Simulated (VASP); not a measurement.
# Zr5Ti3 in VASP: further runs

The runs below take Zr5Ti3 through single point, with PBE.

Program: VASP 6.6.1. These are calculated values, not measurements. Logs are shortened: lines on timing, memory, paths and dates and some standing lists are left out, and cuts for length are marked.

## Step 1: The cell of the first run

The cell holds a disordered packing, 24 atoms: a = 8.094 Å, b = 7.894 Å, c = 8.125 Å, α = 90.12°, β = 85.96°, γ = 91.03°.

## Step 2: Single point, PBE

INCAR reads:

```
SYSTEM = Zr5Ti3
  ALGO = Normal
  EDIFF = 1E-6
  ENCUT = 400
  GGA = PE
  GGA_COMPAT = .False.
  ISIF = 2
  ISMEAR = -1
  ISYM = -1
  LASPH = .True.
  LCHARG = .False.
  LREAL = Auto
  LWAVE = .False.
  NBANDS = 162
  NELM = 120
  PREC = Accurate
  SIGMA = 0.2568
```

KPOINTS reads:

```
explicit points
1
Reciprocal
  0.25000000   0.25000000   0.25000000 1
```

POSCAR reads:

```
Zr5Ti3
1.0
    8.0883500000     -0.0717440000      0.2860350000
   -0.0717440000      7.8939330000     -0.0068350000
    0.2860350000     -0.0068350000      8.1197920000
Zr Ti
15 9
Direct
    0.7422435460      0.0786498136      0.3682278978
    0.0641450910      0.4542351023      0.8818490616
    0.9273891907      0.8230379001      0.7665588844
    0.2295825838      0.1019591289      0.8284359053
    0.1413245902      0.0848158597      0.2663529974
    0.6048386724      0.7149171706      0.5780101792
    0.5144523549      0.1497382969      0.1090290345
    0.9398950828      0.4367479632      0.2319424294
   -0.0419163562      0.1501009352      0.5563969477
    0.0841167821      0.7950645199      0.0601574427
    0.7043942562      0.4473041490      0.9223000925
    0.3015982303      0.4360938113      0.0989706450
    0.4050828172      0.4084265338      0.7454911076
    0.7665895480      0.4251424721      0.5852215682
    0.3574654392      0.1418815885      0.5111562136
    0.4418415335      0.7880503299      0.9566973121
    0.2076657185      0.7718469458      0.6787574004
   -0.0477880337      0.7237867226      0.4512653936
    0.8964386340      0.1205862238      0.0503991213
    0.2081495551      0.4517477111      0.4946133642
    0.3672507434      0.7886712315      0.3562287065
    0.6964869289      0.7805092714      0.1690031151
    0.6050526342      0.4851965951      0.2765936724
    0.5960519937      0.0479534443      0.8076257409
```

Potentials or basis: VASP PAW PBE potentials, release 64 (Zr_sv, Ti_sv).

Launch:

```
cat potpaw_PBE.64/Zr_sv/POTCAR potpaw_PBE.64/Ti_sv/POTCAR > POTCAR
mpirun -np 1 vasp_std > vasp.out
```

OUTCAR:

```text
SYSTEM = Zr5Ti3
   EDIFF = 1E-6
   ENCUT = 400
   GGA = PE
   ISIF = 2
   ISMEAR = -1
   ISYM = -1
   LASPH = .True.
   LREAL = Auto
   NELM = 120
   PREC = Accurate

 ion  position               nearest neighbor table
   1  0.742  0.079  0.368-   9 2.46  19 2.81  22 2.89   7 2.96  14 3.26   5 3.28  15 3.29   8 3.37
                            18 3.40   6 3.47
   2  0.064  0.454  0.882-  12 2.70  11 2.91  13 2.93   8 2.95  10 3.06   4 3.12  17 3.16  19 3.21
                            20 3.28   3 3.29  14 3.53   9 3.70
   3  0.927  0.823  0.767-  17 2.37  18 2.67  10 2.79   9 3.09   6 3.22  24 3.24  19 3.29   2 3.29
                             4 3.33  11 3.63  14 3.72
   4  0.230  0.102  0.828-  15 2.73  13 2.84  17 2.88  24 3.00   2 3.12  19 3.14  10 3.23   9 3.25
                            16 3.25   3 3.33   7 3.37  12 3.50   5 3.58
   5  0.141  0.085  0.266-   9 2.75  19 2.76  15 2.77  10 2.88  21 3.11   7 3.23   8 3.27   1 3.28
                            12 3.30   4 3.58
   6  0.605  0.715  0.578-  14 2.66  21 2.80  18 2.92  23 3.04  13 3.14  24 3.22   3 3.22  17 3.30
                            16 3.31  22 3.39   1 3.47  11 3.65
   7  0.514  0.150  0.109-  24 2.62  12 2.87   1 2.96  23 3.08  19 3.11  11 3.12  16 3.17   5 3.23
                            22 3.34   4 3.37  15 3.42  13 3.76
   8  0.940  0.437  0.232-  23 2.74  18 2.88  19 2.92   2 2.95  12 3.05  14 3.11  20 3.15  11 3.26
                             5 3.27  10 3.31   1 3.37   9 3.49
   9  0.958  0.150  0.556-   1 2.46  14 2.69   5 2.75   3 3.09  20 3.12  15 3.23   4 3.25   8 3.49
                             2 3.70
  10  0.084  0.795  0.060-   3 2.79   5 2.88  16 2.96  19 3.01   2 3.06  17 3.19  22 3.20   4 3.23
                             8 3.31  18 3.33  12 3.39
  11  0.704  0.447  0.922-  14 2.76   2 2.91  13 2.91  23 2.95   7 3.12  19 3.25   8 3.26  22 3.30
                            24 3.40  12 3.47   3 3.63   6 3.65
  12  0.302  0.436  0.099-   2 2.70   7 2.87  13 2.94  23 2.95   8 3.05  16 3.17  20 3.25   5 3.30
                            10 3.39  11 3.47   4 3.50
  13  0.405  0.408  0.745-  20 2.70   4 2.84  15 2.87  11 2.91   2 2.93  12 2.94  14 3.12   6 3.14
                            24 3.32  17 3.37   7 3.76
  14  0.767  0.425  0.585-   6 2.66   9 2.69  11 2.76  18 2.94  23 2.95   8 3.11  13 3.12   1 3.26
                             2 3.53   3 3.72
  15  0.357  0.142  0.511-   4 2.73  20 2.76   5 2.77  13 2.87  21 3.06   9 3.23  24 3.29   1 3.29
                            17 3.39   7 3.42
  16  0.442  0.788  0.957-  24 2.63  22 2.78  10 2.96   7 3.17  12 3.17   4 3.25   6 3.31
  17  0.208  0.772  0.679-   3 2.37  21 2.84   4 2.88  18 2.89   2 3.16  10 3.19   6 3.30  13 3.37
                            15 3.39
  18  0.952  0.724  0.451-   3 2.67   8 2.88  17 2.89   6 2.92  14 2.94  10 3.33   1 3.40
  19  0.896  0.121  0.050-   5 2.76   1 2.81   8 2.92  10 3.01   7 3.11   4 3.14   2 3.21  11 3.25
                             3 3.29
  20  0.208  0.452  0.495-  13 2.70  15 2.76   9 3.12   8 3.15  12 3.25   2 3.28
  21  0.367  0.789  0.356-   6 2.80  17 2.84  15 3.06   5 3.11
  22  0.696  0.781  0.169-  23 2.57  16 2.78   1 2.89  10 3.20  11 3.30   7 3.34   6 3.39
[... 119 lines left out ...]
   IALGO  =     38    algorithm
   IMIX   =      4    mixing-type and parameters
     AMIX     =   0.40;   BMIX     =  1.00
     AMIX_MAG =   1.60;   BMIX_MAG =  1.00
  volume/ion in A,a.u.               =      21.57       145.58
  Fermi-wavevector in a.u.,A,eV,Ry     =   1.346372  2.544274 24.663519  1.812718
  Thomas-Fermi vector in A             =   2.474209
   LORBIT       =      0    0 simple, 1 ext, 2 COOP (PROOUT), +10 PAW based schemes
   GGA     = PE    functional components
   LHFCALC =     F    Hartree Fock is set to
   AEXX    =    0.0000 exact exchange contribution
   IVDW    =     0    specifies the selected vdW correction
   LEPSILON=     F    determine dielectric tensor
   LRPA    =     F    only Hartree local field effects (RPA)
 non-spin polarized calculation
  energy-cutoff  :      400.00
  volume of cell :      517.75
 maximum number of plane-waves:      9404
 NGX is ok and might be reduce to    54
   NGX = 27   NGY = 25   NGZ = 27

 number of electron     288.0000033 magnetization

 Free energy of the ion-electron system (eV)
  ---------------------------------------------------
  ext. energy  EPLUGINS =         0.00000000
  ---------------------------------------------------
  free energy    TOTEN  =      -192.63535864 eV

  energy without entropy =     -184.97368971  energy(sigma->0) =     -188.80452417

 E-fermi :   8.2682     XC(G=0): -11.0273

 val. band max:        8.2196789316   @ k =   0.2500   0.2500   0.2500
 cond. band min:       8.2948181615   @ k =   0.2500   0.2500   0.2500
 fundamental gap:      0.0751392299
 Fermi energy:         8.2681874412

 k-point     1 :       0.2500    0.2500    0.2500
  band No.  band energies     occupation
      1     -48.6068      2.00000
      2     -48.5103      2.00000
      3     -48.4734      2.00000
      4     -48.4456      2.00000
      5     -48.4344      2.00000
      6     -48.4307      2.00000
[... 148 lines left out ...]
    155       8.8465      0.19033
    156       8.8944      0.16054
 [bands above 156 left out]

------------------------ aborting loop because EDIFF is reached ----------------------------------------

  FORCE on cell =-STRESS in cart. coord.  units (eV):
  Direction    XX          YY          ZZ          XY          YZ          ZX
  --------------------------------------------------------------------------------------
  -------------------------------------------------------------------------------------
  Total       12.3969170     -2.9615386     14.4673667     -4.0683939      7.0621637      0.2754350
  in kB       38.3621112     -9.1644457     44.7690930    -12.5895963     21.8537811      0.8523302
  external PRESSURE =      24.6555862 kB  Pullay stress =       0.0000000 kB

 VOLUME and BASIS-vectors are now :
 -----------------------------------------------------------------------------
  energy-cutoff  :      400.00
  volume of cell :      517.75
      direct lattice vectors                 reciprocal lattice vectors
     8.088350000 -0.071744000  0.286035000     0.123798747  0.001121370 -0.004360101
    -0.071744000  7.893933000 -0.006835000     0.001121370  0.126689815  0.000067141
     0.286035000 -0.006835000  8.119792000    -0.004360101  0.000067141  0.123309513

 POSITION                                       TOTAL-FORCE (eV/Angst)
 -----------------------------------------------------------------------------------
      6.10321      0.56509      3.20170        -1.332689     -0.893809     -0.004787
      0.73848      3.57507      7.17567        -1.092036      0.130082     -2.057666
      7.66126      6.42523      6.48394        -3.052154     -0.118697      1.129612
      2.08659      0.78272      6.79170        -0.882150     -0.493510      2.058681
      1.21318      0.65757      2.20258         0.505470     -0.167610     -1.245069
      5.00619      5.59616      4.86144        -0.750799      1.872843      0.139165
[... 16 lines left out ...]
      4.93818      3.78481      2.41563        -1.536455     -0.697306      0.875808
      5.04865      0.33026      6.72792         1.015588      0.550841     -1.651709
 -----------------------------------------------------------------------------------
    total drift:                                0.003380      0.000607      0.000336

  FREE ENERGIE OF THE ION-ELECTRON SYSTEM (eV)
  ---------------------------------------------------
  free  energy   TOTEN  =      -192.6353586417 eV

  energy  without entropy=     -184.9736897053  energy(sigma->0) =     -188.80452417
```

OSZICAR:

```text
N       E                     dE             d eps       ncg     rms          rms(c)
DAV:   1     0.398520511523E+04    0.39852E+04   -0.12570E+05   324   0.164E+03
DAV:   2     0.356764286761E+03   -0.36284E+04   -0.35640E+04   332   0.581E+02
DAV:   3    -0.118319712363E+03   -0.47508E+03   -0.45960E+03   494   0.189E+02
[... 13 lines left out ...]
DAV:  73    -0.192635354359E+03   -0.12738E-05   -0.12641E-05   168   0.155E-04    0.125E-02
DAV:  74    -0.192635355552E+03   -0.11927E-05   -0.11977E-05   168   0.174E-04    0.126E-02
DAV:  75    -0.192635356672E+03   -0.11195E-05   -0.11186E-05   168   0.147E-04    0.127E-02
DAV:  76    -0.192635357654E+03   -0.98224E-06   -0.10522E-05   168   0.388E-04    0.126E-02
DAV:  77    -0.192635358642E+03   -0.98790E-06   -0.99902E-06   168   0.202E-04
   1 F= -.19263536E+03 E0= -.18880452E+03  d E =-.766167E+01
```

It took 7.9 min on 1 thread of Intel Xeon Platinum 8375C at 2.90GHz (Ice Lake), shared host; peak memory 0.41 GiB.

Results:

* Free energy: -192.6354 eV
* Pressure: 2.5 GPa
* Largest force: 3.386 eV/Å

Forces in eV/Å, atoms in the order of the input:
```
Zr  -1.333 -0.894 -0.005
Zr  -1.092  0.130 -2.058
Zr  -3.052 -0.119  1.130
Zr  -0.882 -0.494  2.059
Zr   0.505 -0.168 -1.245
Zr  -0.751  1.873  0.139
Zr  -0.278 -1.060  0.875
Zr   0.005 -0.206  0.388
Zr   1.808 -0.438  2.828
Zr   0.395 -0.372  1.021
Zr  -0.133  0.781  1.393
Zr   0.542  0.767  1.386
Zr   1.436  0.893 -0.038
Zr   0.310 -0.582 -0.431
Zr   1.672 -0.835 -1.252
Ti  -0.431 -0.702  0.311
Ti   2.188 -0.259 -0.584
Ti   0.800  0.532 -1.315
Ti  -0.607 -0.082 -1.538
Ti  -0.802  0.881 -0.671
Ti  -0.350 -0.331 -1.140
Ti   0.571  0.828 -0.479
Ti  -1.536 -0.697  0.876
Ti   1.016  0.551 -1.652
```

Stress tensor (GPa, compression positive):
```
 3.84 -1.26  0.09
-1.26 -0.92  2.19
 0.09  2.19  4.48
```

Caveat: the atoms stand as in a frame of molecular dynamics.

[end of part 1 of 2]
